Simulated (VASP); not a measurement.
A run of VASP 6.6.1 is set up as follows.

Contents of INCAR:

```
ALGO = Normal
EDIFF = 1E-7
ENCUT = 520
GGA = PE
ISIF = 2
ISMEAR = 0
IVDW = 12
LASPH = True
LCHARG = False
LREAL = False
LWAVE = False
NBANDS = 35
NELM = 60
PREC = Accurate
SIGMA = 0.05
```

KPOINTS

```
k-points
0
Gamma
  12 12 4
```

File POSCAR:

```
WS2
1.0
    3.1542061832      0.0000000000      0.0000000000
   -1.5771030916      2.7316226834      0.0000000000
    0.0000000000      0.0000000000     12.1399091344
W S
2 4
Direct
    0.3333333333      0.6666666667      0.2500000000
    0.6666666667      0.3333333333      0.7500000000
    0.3882457489      0.7764914978      0.6202874207
    0.6666666667      0.3333333333      0.1202874207
    0.3333333333      0.6666666667      0.8797125793
    0.6666666667      0.3333333333      0.3797125793
```

Potentials or basis: VASP PAW PBE potentials, release 64 (W_sv, S).

Command:

```console
$ cat potpaw_PBE.64/W_sv/POTCAR potpaw_PBE.64/S/POTCAR > POTCAR
$ mpirun -np 1 vasp_std > vasp.out
```

Predict the largest force.

3.909 eV/Å.

Estimate the band gap on the k mesh.

0.85 eV (least direct gap 1.34 eV).

Forces in eV/Å, atoms in the order of the input:
```
W    0.000  0.021  0.004
W    0.000  3.576  1.330
S    0.000 -3.663 -1.363
S    0.000 -0.009 -0.003
S    0.000  0.046  0.036
S    0.000  0.029 -0.003
```

Caveat: the cell differs from its parent crystal (atom 3 (S) moved by (+0.300, +0.000) A along y and z); spin-orbit coupling is left out, which moves the levels of the heavy elements; forces of over 1 eV/Å act on the atoms, so gaps and moduli don't describe the material at rest. A k mesh can miss the band edges.
